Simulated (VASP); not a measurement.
# Ta2SiO3 (P4mm) in VASP: single point with PBE

Aim: the single point of Ta2SiO3 with PBE.

All numbers are computed with VASP 6.6.1; they aren't measurements. Logs are shortened: lines on timing, memory, paths and dates and some standing lists are left out, and cuts for length are marked.

## 1. The cell of the first run

It takes space group P4mm (No. 99, tetragonal). Conventional cell: a = 4.174 Å, b = 4.174 Å, c = 4.257 Å, α = 90.00°, β = 90.00°, γ = 90.00°. Within 2.8 Å of Ta (site symmetry 2mm) lie 4 O at 2.10 to 2.25 Å and 2 Si at 2.73 Å. Within 2.2 Å of Si (site symmetry 4mm) lie 5 O at 1.67 to 2.13 Å. O (site symmetry 4mm) has 1 Si at 1.67 Å and 4 Ta at 2.25 Å within 2.3 Å. O (site symmetry 2mm) has 2 Ta at 2.10 to 2.16 Å and 2 Si at 2.13 Å and 2 O at 2.44 Å within 2.8 Å.

The cell was built from a structure type or drawn by symmetry, and may not be a known phase.

## 2. Single point, PBE

INCAR

```
PREC = Accurate ; ENCUT = 600
EDIFF = 1E-6 ; ISMEAR = 0
SIGMA = 0.15 ; LREAL = F
LASPH = T ; NELM = 120
ALGO = Normal ; ISIF = 2
LWAVE = F ; LCHARG = F
GGA = PE ; NBANDS = 31
GGA_COMPAT = F
```

KPOINTS

```
regular mesh
0
Gamma
  3 3 3
```

POSCAR

```
Ta2SiO3
1.0
    4.1735387574      0.0000000000      0.0000000000
    0.0000000000      4.1735387574      0.0000000000
    0.0000000000      0.0000000000      4.2570220458
Ta Si O
2 1 3
Direct
    0.0000000000      0.5000000000      0.6661661064
    0.5000000000      0.0000000000      0.6661661064
    0.5000000000      0.5000000000      1.0792766237
    0.5000000000      0.5000000000      0.4713212558
    0.0000000000      0.5000000000      0.1736653438
    0.5000000000      0.0000000000      0.1736653438
```

Potentials or basis: VASP PAW PBE potentials, release 64 (Ta_pv, Si, O).

Launch:

```
$ cat potpaw_PBE.64/Ta_pv/POTCAR potpaw_PBE.64/Si/POTCAR potpaw_PBE.64/O/POTCAR > POTCAR
$ mpirun -np 1 vasp_std > vasp.out
```

OUTCAR:

```text
PREC = Accurate
   ENCUT = 600
   EDIFF = 1E-6
   ISMEAR = 0
   LREAL = F
   LASPH = T
   NELM = 120
   ISIF = 2
   GGA = PE

 ion  position               nearest neighbor table
   1  0.000  0.500  0.666-   5 2.10   5 2.16   4 2.25   4 2.25   3 2.73   3 2.73   2 2.95   2 2.95
                             2 2.95   2 2.95   3 3.26   3 3.26
   2  0.500  0.000  0.666-   6 2.10   6 2.16   4 2.25   4 2.25   3 2.73   3 2.73   1 2.95   1 2.95
                             1 2.95   1 2.95   3 3.26   3 3.26
   3  0.500  0.500  0.079-   4 1.67   5 2.13   6 2.13   6 2.13   5 2.13   2 2.73   2 2.73   1 2.73
                             1 2.73   1 3.26   1 3.26   2 3.26   2 3.26
   4  0.500  0.500  0.471-   3 1.67   2 2.25   1 2.25   2 2.25   1 2.25
   5  0.000  0.500  0.174-   1 2.10   3 2.13   3 2.13   1 2.16
   6  0.500  0.000  0.174-   2 2.10   3 2.13   3 2.13   2 2.16

  LATTYP: Found a simple tetragonal cell.
 ALAT       =     4.1735387574
 C/A-ratio  =     1.0200029982

  Lattice vectors:

 A1 = (   4.1735387574,   0.0000000000,   0.0000000000)
 A2 = (   0.0000000000,   4.1735387574,   0.0000000000)
 A3 = (   0.0000000000,   0.0000000000,   4.2570220458)

Analysis of symmetry for initial positions (statically):
=====================================================================
 Subroutine PRICEL returns:
 Original cell was already a primitive cell.

 Routine SETGRP: Setting up the symmetry group for a
 simple tetragonal supercell.

 Subroutine GETGRP returns: Found  8 space group operations
 (whereof  8 operations were pure point group operations)
 out of a pool of 16 trial point group operations.

The static configuration has the point symmetry C_4v.

Analysis of symmetry for dynamics (positions and initial velocities):
=====================================================================
 Subroutine PRICEL returns:
 Original cell was already a primitive cell.

 Routine SETGRP: Setting up the symmetry group for a
 simple tetragonal supercell.

 Subroutine GETGRP returns: Found  8 space group operations
 (whereof  8 operations were pure point group operations)
 out of a pool of 16 trial point group operations.

The dynamic configuration has the point symmetry C_4v.

 Subroutine INISYM returns: Found  8 space group operations
 (whereof  8 operations are pure point group operations),
 and found     1 'primitive' translations

----------------------------------------------------------------------------------------

                                     Primitive cell

  volume of cell :      74.1506

  direct lattice vectors                    reciprocal lattice vectors
     4.173538757  0.000000000  0.000000000     0.239604819  0.000000000  0.000000000
     0.000000000  4.173538757  0.000000000     0.000000000  0.239604819  0.000000000
     0.000000000  0.000000000  4.257022046     0.000000000  0.000000000  0.234905995

  length of vectors
     4.173538757  4.173538757  4.257022046     0.239604819  0.239604819  0.234905995

  position of ions in fractional coordinates (direct lattice)
     0.000000000  0.500000000  0.666166106
     0.500000000  0.000000000  0.666166106
     0.500000000  0.500000000  0.079276624
     0.500000000  0.500000000  0.471321256
     0.000000000  0.500000000  0.173665344
     0.500000000  0.000000000  0.173665344

  ion indices of the primitive-cell ions
   primitive index   ion index
                 1           1
                 2           2
                 3           3
                 4           4
                 5           5
                 6           6

----------------------------------------------------------------------------------------

 KPOINTS: regular mesh

Automatic generation of k-mesh.
 Grid dimensions read from file:
 generate k-points for:    3    3    3

 Generating k-lattice:

  Cartesian coordinates                     Fractional coordinates (reciprocal lattice)
     0.079868273  0.000000000  0.000000000     0.333333333  0.000000000  0.000000000
     0.000000000  0.079868273  0.000000000     0.000000000  0.333333333  0.000000000
     0.000000000  0.000000000  0.078301998     0.000000000  0.000000000  0.333333333

  Length of vectors
     0.079868273  0.079868273  0.078301998

  Shift w.r.t. Gamma in fractional coordinates (k-lattice)
     0.000000000  0.000000000  0.000000000

 Subroutine IBZKPT returns following result:
 ===========================================

 Found      6 irreducible k-points:

 Following reciprocal coordinates:
            Coordinates               Weight
  0.000000  0.000000  0.000000      1.000000
  0.333333  0.000000  0.000000      4.000000
  0.333333  0.333333  0.000000      4.000000
  0.000000  0.000000  0.333333      2.000000
  0.333333  0.000000  0.333333      8.000000
  0.333333  0.333333  0.333333      8.000000
   k-points           NKPTS =      6   k-points in BZ     NKDIM =      6   number of bands    NBANDS=     31
   number of dos      NEDOS =    301   number of ions     NIONS =      6
   total plane-waves  NPLWV =  46656
   dimension x,y,z NGX =    36 NGY =   36 NGZ =   36
   dimension x,y,z NGXF=    72 NGYF=   72 NGZF=   72
   ions per type =               2   1   3
   NGX,Y,Z   is equivalent  to a cutoff of  14.34, 14.34, 14.06 a.u.
   NGXF,Y,Z  is equivalent  to a cutoff of  28.68, 28.68, 28.12 a.u.
 SYSTEM =  unknown system
   PREC   = accura    normal or accurate (medium, high low for compatibility)
   ISTART =      0    job   : 0-new  1-cont  2-samecut
   ICHARG =      2    charge: 1-file 2-atom 10-const
   ISPIN  =      1    spin polarized calculation?
   LNONCOLLINEAR =      F non collinear calculations
   LSORBIT =      F    spin-orbit coupling
   LASPH  =      T    aspherical Exc in radial PAW
   ENCUT  =  600.0 eV  44.10 Ry    6.64 a.u.   8.34  8.34  8.50*2*pi/ulx,y,z
   NELM   =    120;   NELMIN=  2; NELMDL= -5     # of ELM steps
   EDIFF  = 0.1E-05   stopping-criterion for ELM
   LREAL  =      F    real-space projection
   EDIFFG = 0.1E-04   stopping-criterion for IOM
   NSW    =      0    number of steps for IOM
   IBRION =     -1    ionic relax: 0-MD 1-quasi-New 2-CG
   NFREE  =      0    steps in history (QN), initial steepest desc. (CG)
   ISIF   =      2    stress and relaxation
   ISYM   =      2    0-nonsym 1-usesym 2-fastsym
   POTIM  = 0.5000    time-step for ionic-motion
   TEBEG  =    0.0;   TEEND  =   0.0 temperature during run
   PSTRESS=    0.0 pullay stress
   NELECT =      44.0000    total number of electrons
   NUPDOWN=      -1.0000    fix difference up-down
   EMIN   =  10.00;   EMAX   =-10.00  energy-range for DOS
   EFERMI =   0.00;   METHOD = LEGACY
   ISMEAR =     0;   SIGMA  =   0.15  broadening in eV -4-tet -1-fermi 0-gaus
   EFERMI_NEDOS =   21; number of points for ismear=-14 and -15
   IALGO  =     38    algorithm
   IMIX   =      4    mixing-type and parameters
     AMIX     =   0.40;   BMIX     =  1.00
     AMIX_MAG =   1.60;   BMIX_MAG =  1.00
  volume/ion in A,a.u.               =      12.36        83.40
  Fermi-wavevector in a.u.,A,eV,Ry     =   1.375691  2.599678 25.749363  1.892525
  Thomas-Fermi vector in A             =   2.501003
   LORBIT       =      0    0 simple, 1 ext, 2 COOP (PROOUT), +10 PAW based schemes
   GGA     = PE    functional components
   LHFCALC =     F    Hartree Fock is set to
   AEXX    =    0.0000 exact exchange contribution
   IVDW    =     0    specifies the selected vdW correction
   LEPSILON=     F    determine dielectric tensor
   LRPA    =     F    only Hartree local field effects (RPA)
 non-spin polarized calculation
 Gauss-broadening in eV      SIGMA  =   0.15
  energy-cutoff  :      600.00
  volume of cell :       74.15
 maximum number of plane-waves:      2501
 NGX is ok and might be reduce to    36
   NGX = 17   NGY = 17   NGZ = 17

 number of electron      44.0000001 magnetization

 Free energy of the ion-electron system (eV)
  ---------------------------------------------------
  ext. energy  EPLUGINS =         0.00000000
  ---------------------------------------------------
  free energy    TOTEN  =       -51.25423014 eV

  energy without entropy =      -51.22384650  energy(sigma->0) =      -51.23903832

 E-fermi :   6.9768     XC(G=0): -11.7495

 val. band max:        6.8671711748   @ k =   0.3333   0.3333   0.0000
 cond. band min:       7.1075554102   @ k =   0.3333   0.0000   0.3333
 fundamental gap:      0.2403842354
 Fermi energy:         6.9768144108

 k-point     1 :       0.0000    0.0000    0.0000
  band No.  band energies     occupation
      1     -28.9179      2.00000
      2     -28.8305      2.00000
      3     -28.8305      2.00000
      4     -28.7762      2.00000
      5     -28.1754      2.00000
      6     -28.1754      2.00000
[... 23 lines left out ...]
     30      12.3670      0.00000
     31      13.6910      0.00000

 k-point     2 :       0.3333    0.0000    0.0000
  band No.  band energies     occupation
      1     -28.8822      2.00000
      2     -28.8112      2.00000
      3     -28.7748      2.00000
      4     -28.7423      2.00000
      5     -28.2832      2.00000
      6     -28.2709      2.00000
[... 23 lines left out ...]
     30      11.0118      0.00000
     31      12.1039      0.00000

 k-point     3 :       0.3333    0.3333    0.0000
  band No.  band energies     occupation
      1     -29.0315      2.00000
      2     -28.8603      2.00000
      3     -28.8254      2.00000
      4     -28.5433      2.00000
      5     -28.4573      2.00000
      6     -28.0694      2.00000
[... 23 lines left out ...]
     30      11.2301      0.00000
     31      12.1880      0.00000

 k-point     4 :       0.0000    0.0000    0.3333
  band No.  band energies     occupation
      1     -28.9633      2.00000
      2     -28.8286      2.00000
      3     -28.8286      2.00000
      4     -28.8125      2.00000
      5     -28.1744      2.00000
      6     -28.1744      2.00000
[... 23 lines left out ...]
     30      13.0786      0.00000
     31      13.0786      0.00000

 k-point     5 :       0.3333    0.0000    0.3333
  band No.  band energies     occupation
      1     -28.9245      2.00000
      2     -28.8486      2.00000
      3     -28.7734      2.00000
      4     -28.7406      2.00000
      5     -28.2819      2.00000
      6     -28.2698      2.00000
[... 23 lines left out ...]
     30      12.6489      0.00000
     31      13.5489      0.00000

 k-point     6 :       0.3333    0.3333    0.3333
  band No.  band energies     occupation
      1     -29.0282      2.00000
      2     -28.9011      2.00000
      3     -28.8643      2.00000
      4     -28.5418      2.00000
      5     -28.4560      2.00000
      6     -28.0684      2.00000
[... 23 lines left out ...]
     30      12.0341      0.00000
     31      12.6976      0.00000

------------------------ aborting loop because EDIFF is reached ----------------------------------------

  FORCE on cell =-STRESS in cart. coord.  units (eV):
  Direction    XX          YY          ZZ          XY          YZ          ZX
  --------------------------------------------------------------------------------------
  -------------------------------------------------------------------------------------
  Total       -0.0126235     -0.0126235      0.3380070      0.0000000      0.0000000      0.0000000
  in kB       -0.2727574     -0.2727574      7.3033386      0.0000000      0.0000000      0.0000000
  external PRESSURE =       2.2526079 kB  Pullay stress =       0.0000000 kB

 VOLUME and BASIS-vectors are now :
 -----------------------------------------------------------------------------
  energy-cutoff  :      600.00
  volume of cell :       74.15
      direct lattice vectors                 reciprocal lattice vectors
     4.173538757  0.000000000  0.000000000     0.239604819  0.000000000  0.000000000
     0.000000000  4.173538757  0.000000000     0.000000000  0.239604819  0.000000000
     0.000000000  0.000000000  4.257022046     0.000000000  0.000000000  0.234905995

 POSITION                                       TOTAL-FORCE (eV/Angst)
 -----------------------------------------------------------------------------------
      0.00000      2.08677      2.83588         0.000000      0.000000      0.019225
      2.08677      0.00000      2.83588        -0.000000     -0.000000      0.019225
      2.08677      2.08677      0.33748        -0.000000     -0.000000     -0.063136
      2.08677      2.08677      2.00642        -0.000000      0.000000      0.038497
      0.00000      2.08677      0.73930        -0.000000     -0.000000     -0.006905
      2.08677      0.00000      0.73930        -0.000000     -0.000000     -0.006905
 -----------------------------------------------------------------------------------
    total drift:                                0.000000     -0.000000      0.000006

  FREE ENERGIE OF THE ION-ELECTRON SYSTEM (eV)
  ---------------------------------------------------
  free  energy   TOTEN  =       -51.2542301409 eV

  energy  without entropy=      -51.2238465002  energy(sigma->0) =      -51.23903832
```

Run time: 12 s. Hardware: 1 thread of Intel Xeon 6975P-C (Granite Rapids), shared host; peak memory 0.2 GiB.

Results:

```
Free energy            : -51.2542 eV
Pressure               : 0.2 GPa
Largest force          : 0.063 eV/Å
Band gap on the k mesh : zero (bands 22 and 23 overlap by 0.96 eV)
```

Forces in eV/Å, atoms in the order of the input:
```
Ta   0.000  0.000  0.019
Ta   0.000  0.000  0.019
Si   0.000  0.000 -0.063
O    0.000  0.000  0.038
O    0.000  0.000 -0.007
O    0.000  0.000 -0.007
```

Caveat: the k points lie up to 0.50 Å⁻¹ apart, too coarse for converged energies and pressures of a metal; spin-orbit coupling is left out, which moves the levels of the heavy elements.
